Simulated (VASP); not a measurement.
# Te2Pb (R-3m) in VASP: notebook

Te2Pb is run at these levels: PBEsol; tasks: single point.

All numbers are computed with VASP 6.6.1; they aren't measurements. Logs are shortened: lines on timing, memory, paths and dates and some standing lists are left out, and cuts for length are marked.

## 1. The cell of the first run

The structure is trigonal, space group R-3m (No. 166). The conventional cell has a = 4.254 Å, b = 4.254 Å, c = 18.793 Å, α = 90.00°, β = 90.00°, γ = 120.00°. Pb (site symmetry -3m) has 8 Te at 3.13 to 4.32 Å and 6 Pb at 4.25 Å within 4.4 Å. Within 4.4 Å of Te (site symmetry 3m) lie 4 Pb at 3.13 to 4.32 Å and 9 Te at 3.41 to 4.25 Å.

## 2. Single point, PBEsol

INCAR

```
SYSTEM = Te2Pb
ALGO = Normal
EDIFF = 1E-6
ENCUT = 520
GGA = PS
ISIF = 2
ISMEAR = -1
LASPH = .True.
LCHARG = .False.
LREAL = .False.
LWAVE = .False.
NBANDS = 20
NELM = 60
PREC = Accurate
SIGMA = 0.02
```

KPOINTS

```
k-points
0
Gamma
  6 6 6
  0 0 0
```

POSCAR

```
Te2Pb
1.0
    2.1269962718      1.2280218701      6.2642067492
   -2.1269962718      1.2280218701      6.2642067492
    0.0000000000     -2.4560437402      6.2642067492
Pb Te
1 2
Direct
    0.0000000000      0.0000000000      0.0000000000
    0.2297518145      0.2297518145      0.2297518145
    0.7702481855      0.7702481855      0.7702481855
```

Potentials or basis: VASP PAW PBE potentials, release 64 (Pb_d, Te).

Launch:

```console
$ cat potpaw_PBE.64/Pb_d/POTCAR potpaw_PBE.64/Te/POTCAR > POTCAR
$ mpirun -np 1 vasp_std > vasp.out
```

OUTCAR:

```text
SYSTEM = Te2Pb
   EDIFF = 1E-6
   ENCUT = 520
   GGA = PS
   ISIF = 2
   ISMEAR = -1
   LASPH = .True.
   LREAL = .False.
   NELM = 60
   PREC = Accurate

 ion  position               nearest neighbor table
   1  0.000  0.000  0.000-   3 3.13   3 3.13   2 3.13   2 3.13   3 3.13   2 3.13
   2  0.230  0.230  0.230-   1 3.13   1 3.13   1 3.13   3 3.41   3 3.41   3 3.41
   3  0.770  0.770  0.770-   1 3.13   1 3.13   1 3.13   2 3.41   2 3.41   2 3.41

  LATTYP: Found a trigonal (rhomboedric) cell.
 ALAT       =     6.7284795497
 COS(alpha) =     0.8001382989

  Lattice vectors:

 A1 = (   2.1269962718,   1.2280218701,   6.2642067492)
 A2 = (  -2.1269962718,   1.2280218701,   6.2642067492)
 A3 = (   0.0000000000,  -2.4560437402,   6.2642067492)

Analysis of symmetry for initial positions (statically):
=====================================================================
 Subroutine PRICEL returns:
 Original cell was already a primitive cell.

 Routine SETGRP: Setting up the symmetry group for a
 trigonal (rhombohedral) supercell.

 Subroutine GETGRP returns: Found 12 space group operations
 (whereof 12 operations were pure point group operations)
 out of a pool of 12 trial point group operations.

The static configuration has the point symmetry D_3d.

Analysis of symmetry for dynamics (positions and initial velocities):
=====================================================================
 Subroutine PRICEL returns:
 Original cell was already a primitive cell.

 Routine SETGRP: Setting up the symmetry group for a
 trigonal (rhombohedral) supercell.

 Subroutine GETGRP returns: Found 12 space group operations
 (whereof 12 operations were pure point group operations)
 out of a pool of 12 trial point group operations.

The dynamic configuration has the point symmetry D_3d.

 Subroutine INISYM returns: Found 12 space group operations
 (whereof 12 operations are pure point group operations),
 and found     1 'primitive' translations

----------------------------------------------------------------------------------------

                                     Primitive cell

  volume of cell :      98.1726

  direct lattice vectors                    reciprocal lattice vectors
     2.126996272  1.228021870  6.264206749     0.235073285  0.135719624  0.053212377
    -2.126996272  1.228021870  6.264206749    -0.235073285  0.135719624  0.053212377
     0.000000000 -2.456043740  6.264206749     0.000000000 -0.271439248  0.053212377

  length of vectors
     6.728479550  6.728479550  6.728479550     0.276605898  0.276605898  0.276605898

  position of ions in fractional coordinates (direct lattice)
     0.000000000  0.000000000  0.000000000
     0.229751814  0.229751814  0.229751814
     0.770248186  0.770248186  0.770248186

  ion indices of the primitive-cell ions
   primitive index   ion index
                 1           1
                 2           2
                 3           3

----------------------------------------------------------------------------------------

 KPOINTS: k-points

Automatic generation of k-mesh.
 Grid dimensions read from file:
 generate k-points for:    6    6    6

 Generating k-lattice:

  Cartesian coordinates                     Fractional coordinates (reciprocal lattice)
     0.039178881  0.022619937  0.008868730     0.166666667 -0.000000000  0.000000000
    -0.039178881  0.022619937  0.008868730    -0.000000000  0.166666667  0.000000000
     0.000000000 -0.045239875  0.008868730     0.000000000  0.000000000  0.166666667

  Length of vectors
     0.046100983  0.046100983  0.046100983

  Shift w.r.t. Gamma in fractional coordinates (k-lattice)
     0.000000000  0.000000000  0.000000000

 Subroutine IBZKPT returns following result:
 ===========================================

 Found     32 irreducible k-points:

 Following reciprocal coordinates:
            Coordinates               Weight
  0.000000  0.000000  0.000000      1.000000
  0.166667 -0.000000 -0.000000      6.000000
  0.333333  0.000000 -0.000000      6.000000
  0.500000  0.000000 -0.000000      3.000000
  0.166667  0.166667 -0.000000      6.000000
  0.333333  0.166667 -0.000000     12.000000
[... 16 lines left out ...]
  0.500000  0.500000  0.166667      6.000000
 -0.333333  0.500000  0.166667     12.000000
 [... further k-points ...]
   k-points           NKPTS =     32   k-points in BZ     NKDIM =     32   number of bands    NBANDS=     20
   number of dos      NEDOS =    301   number of ions     NIONS =      3
   total plane-waves  NPLWV = 125000
   dimension x,y,z NGX =    50 NGY =   50 NGZ =   50
   dimension x,y,z NGXF=   100 NGYF=  100 NGZF=  100
   ions per type =               1   2
   NGX,Y,Z   is equivalent  to a cutoff of  12.35, 12.35, 12.35 a.u.
   NGXF,Y,Z  is equivalent  to a cutoff of  24.71, 24.71, 24.71 a.u.
 SYSTEM =  Te2Pb
   PREC   = accura    normal or accurate (medium, high low for compatibility)
   ISTART =      0    job   : 0-new  1-cont  2-samecut
   ICHARG =      2    charge: 1-file 2-atom 10-const
   ISPIN  =      1    spin polarized calculation?
   LNONCOLLINEAR =      F non collinear calculations
   LSORBIT =      F    spin-orbit coupling
   LASPH  =      T    aspherical Exc in radial PAW
   ENCUT  =  520.0 eV  38.22 Ry    6.18 a.u.  12.51 12.51 12.51*2*pi/ulx,y,z
   NELM   =     60;   NELMIN=  2; NELMDL= -5     # of ELM steps
   EDIFF  = 0.1E-05   stopping-criterion for ELM
   LREAL  =      F    real-space projection
   EDIFFG = 0.1E-04   stopping-criterion for IOM
   NSW    =      0    number of steps for IOM
   IBRION =     -1    ionic relax: 0-MD 1-quasi-New 2-CG
   NFREE  =      0    steps in history (QN), initial steepest desc. (CG)
   ISIF   =      2    stress and relaxation
   ISYM   =      2    0-nonsym 1-usesym 2-fastsym
   POTIM  = 0.5000    time-step for ionic-motion
   TEBEG  =    0.0;   TEEND  =   0.0 temperature during run
   PSTRESS=    0.0 pullay stress
   NELECT =      26.0000    total number of electrons
   NUPDOWN=      -1.0000    fix difference up-down
   EMIN   =  10.00;   EMAX   =-10.00  energy-range for DOS
   EFERMI =   0.00;   METHOD = LEGACY
   ISMEAR =    -1;   SIGMA  =   0.02  broadening in eV -4-tet -1-fermi 0-gaus
   EFERMI_NEDOS =   21; number of points for ismear=-14 and -15
   IALGO  =     38    algorithm
   IMIX   =      4    mixing-type and parameters
     AMIX     =   0.40;   BMIX     =  1.00
     AMIX_MAG =   1.60;   BMIX_MAG =  1.00
  volume/ion in A,a.u.               =      32.72       220.83
  Fermi-wavevector in a.u.,A,eV,Ry     =   1.051322  1.986711 15.038229  1.105279
  Thomas-Fermi vector in A             =   2.186361
   LORBIT       =      0    0 simple, 1 ext, 2 COOP (PROOUT), +10 PAW based schemes
   GGA     = PS    functional components
   LHFCALC =     F    Hartree Fock is set to
   AEXX    =    0.0000 exact exchange contribution
   IVDW    =     0    specifies the selected vdW correction
   LEPSILON=     F    determine dielectric tensor
   LRPA    =     F    only Hartree local field effects (RPA)
 non-spin polarized calculation
  energy-cutoff  :      520.00
  volume of cell :       98.17
 maximum number of plane-waves:      2664
   NGX = 25   NGY = 25   NGZ = 25

 number of electron      26.0000001 magnetization

 Free energy of the ion-electron system (eV)
  ---------------------------------------------------
  ext. energy  EPLUGINS =         0.00000000
  ---------------------------------------------------
  free energy    TOTEN  =       -11.04584511 eV

  energy without entropy =      -11.03983911  energy(sigma->0) =      -11.04284211

 E-fermi :   5.8121     XC(G=0):  -9.5646

 val. band max:        5.8046537568   @ k =   0.3333   0.3333  -0.0000
 cond. band min:       5.8279720722   @ k =   0.3333   0.3333   0.3333
 fundamental gap:      0.0233183153
 Fermi energy:         5.8120573174

 k-point     1 :       0.0000    0.0000    0.0000
  band No.  band energies     occupation
      1     -10.8529      2.00000
      2     -10.8529      2.00000
      3     -10.8185      2.00000
      4     -10.8046      2.00000
      5     -10.8046      2.00000
      6      -6.7972      2.00000
[... 12 lines left out ...]
     19      12.3841      0.00000
     20      12.3841      0.00000

 k-point     2 :       0.1667   -0.0000   -0.0000
  band No.  band energies     occupation
      1     -10.8655      2.00000
      2     -10.8454      2.00000
      3     -10.8140      2.00000
      4     -10.8080      2.00000
      5     -10.8023      2.00000
      6      -6.5478      2.00000
[... 12 lines left out ...]
     19      12.6250      0.00000
     20      13.0670      0.00000

 k-point     3 :       0.3333    0.0000   -0.0000
  band No.  band energies     occupation
      1     -10.8945      2.00000
      2     -10.8368      2.00000
      3     -10.8223      2.00000
      4     -10.7941      2.00000
      5     -10.7912      2.00000
      6      -5.8517      2.00000
[... 12 lines left out ...]
     19      13.1388      0.00000
     20      13.5802      0.00000

 k-point     4 :       0.5000    0.0000   -0.0000
  band No.  band energies     occupation
      1     -10.9097      2.00000
      2     -10.8354      2.00000
      3     -10.8267      2.00000
      4     -10.7862      2.00000
      5     -10.7826      2.00000
      6      -5.1240      2.00000
[... 12 lines left out ...]
     19      12.9955      0.00000
     20      14.8064      0.00000

 k-point     5 :       0.1667    0.1667   -0.0000
  band No.  band energies     occupation
      1     -10.8656      2.00000
      2     -10.8453      2.00000
      3     -10.8135      2.00000
      4     -10.8083      2.00000
      5     -10.8022      2.00000
      6      -6.5196      2.00000
[... 12 lines left out ...]
     19      12.6170      0.00000
     20      12.8557      0.00000

 k-point     6 :       0.3333    0.1667   -0.0000
  band No.  band energies     occupation
      1     -10.8811      2.00000
      2     -10.8438      2.00000
      3     -10.8144      2.00000
      4     -10.8065      2.00000
      5     -10.7918      2.00000
      6      -6.0214      2.00000
[... 12 lines left out ...]
     19      12.3111      0.00000
     20      12.7577      0.00000

 k-point     7 :       0.5000    0.1667   -0.0000
  band No.  band energies     occupation
      1     -10.8960      2.00000
      2     -10.8473      2.00000
      3     -10.8180      2.00000
      4     -10.7944      2.00000
      5     -10.7849      2.00000
      6      -5.2140      2.00000
[... 12 lines left out ...]
     19      13.1358      0.00000
     20      13.6029      0.00000
[... 277 lines left out ...]
 k-point    20 :       0.5000    0.3333    0.1667
  band No.  band energies     occupation
      1     -10.8816      2.00000
      2     -10.8436      2.00000
      3     -10.8145      2.00000
      4     -10.8060      2.00000
      5     -10.7916      2.00000
      6      -5.7796      2.00000
[... 12 lines left out ...]
     19      11.8134      0.00000
     20      13.2613      0.00000

 k-point    21 :      -0.3333    0.3333    0.1667
  band No.  band energies     occupation
      1     -10.8962      2.00000
      2     -10.8472      2.00000
      3     -10.8179      2.00000
      4     -10.7943      2.00000
      5     -10.7847      2.00000
      6      -5.0447      2.00000
[... 12 lines left out ...]
     19      13.2516      0.00000
     20      13.9926      0.00000

 k-point    22 :      -0.1667    0.3333    0.1667
  band No.  band energies     occupation
      1     -10.8957      2.00000
      2     -10.8473      2.00000
      3     -10.8178      2.00000
      4     -10.7944      2.00000
      5     -10.7849      2.00000
      6      -5.3346      2.00000
[... 12 lines left out ...]
     19      12.9164      0.00000
     20      13.9709      0.00000

 k-point    23 :       0.5000    0.5000    0.1667
  band No.  band energies     occupation
      1     -10.8948      2.00000
      2     -10.8364      2.00000
      3     -10.8220      2.00000
      4     -10.7933      2.00000
      5     -10.7911      2.00000
      6      -5.5312      2.00000
[... 12 lines left out ...]
     19      13.0826      0.00000
     20      13.6311      0.00000

 k-point    24 :      -0.3333    0.5000    0.1667
  band No.  band energies     occupation
      1     -10.8962      2.00000
      2     -10.8471      2.00000
      3     -10.8178      2.00000
      4     -10.7942      2.00000
      5     -10.7846      2.00000
      6      -5.0764      2.00000
[... 12 lines left out ...]
     19      13.3442      0.00000
     20      13.9296      0.00000

 [... further k-points ...]
[... 5 lines left out ...]
  --------------------------------------------------------------------------------------
  -------------------------------------------------------------------------------------
  Total       -0.6343530     -0.6343530     -0.5271754      0.0000000      0.0000000      0.0000000
  in kB      -10.3526481    -10.3526481     -8.6035077      0.0000000      0.0000000      0.0000000
  external PRESSURE =      -9.7696013 kB  Pullay stress =       0.0000000 kB

 VOLUME and BASIS-vectors are now :
 -----------------------------------------------------------------------------
  energy-cutoff  :      520.00
  volume of cell :       98.17
      direct lattice vectors                 reciprocal lattice vectors
     2.126996272  1.228021870  6.264206749     0.235073285  0.135719624  0.053212377
    -2.126996272  1.228021870  6.264206749    -0.235073285  0.135719624  0.053212377
     0.000000000 -2.456043740  6.264206749     0.000000000 -0.271439248  0.053212377

 POSITION                                       TOTAL-FORCE (eV/Angst)
 -----------------------------------------------------------------------------------
      0.00000      0.00000      0.00000         0.000000     -0.000000      0.000000
      0.00000      0.00000      4.31764        -0.000000      0.000000     -0.153960
      0.00000      0.00000     14.47498        -0.000000     -0.000000      0.153960
 -----------------------------------------------------------------------------------
    total drift:                               -0.000000     -0.000000     -0.000000

  FREE ENERGIE OF THE ION-ELECTRON SYSTEM (eV)
  ---------------------------------------------------
  free  energy   TOTEN  =       -11.0458451059 eV

  energy  without entropy=      -11.0398391139  energy(sigma->0) =      -11.04284211
```

Run time: 2.7 min. Hardware: 1 thread of Intel Xeon 8259CL, shared host; peak memory 0.37 GiB.

What came out:

- Free energy: -11.0458 eV
- Pressure: -1.0 GPa
- Largest force: 0.154 eV/Å
- Band gap on the k mesh: zero (bands 13 and 14 overlap by 0.80 eV)

Forces on the atoms (eV/Å):
```
Pb   0.000  0.000  0.000
Te   0.000  0.000 -0.154
Te   0.000  0.000  0.154
```

Levels at points of the mesh, in eV from the Fermi level:
```
           k point  band 9  band 10  band 11  band 12  band 13  band 14  band 15  band 16  band 17  band 18
(0.00, 0.00, 0.00)   -1.03    -0.91    -0.91    -0.55    -0.30    -0.30     2.90     2.90     3.10     6.37
(0.50, 0.00, 0.00)   -4.37    -2.81    -2.75    -1.74    -1.59     0.34     2.09     4.57     4.71     5.83
(0.50, 0.50, 0.00)   -4.73    -2.64    -2.35    -1.72     0.13     0.13     2.22     2.81     3.80     4.19
(0.50, 0.50, 0.50)   -2.92    -1.24    -1.24     0.09     0.09     1.72     2.40     3.11     3.11     4.28
```

Caveat: the PAW data sets were made with another functional, which shifts forces and pressure a little; spin-orbit coupling is left out, which moves the levels of the heavy elements.

[end of part 1 of 2]
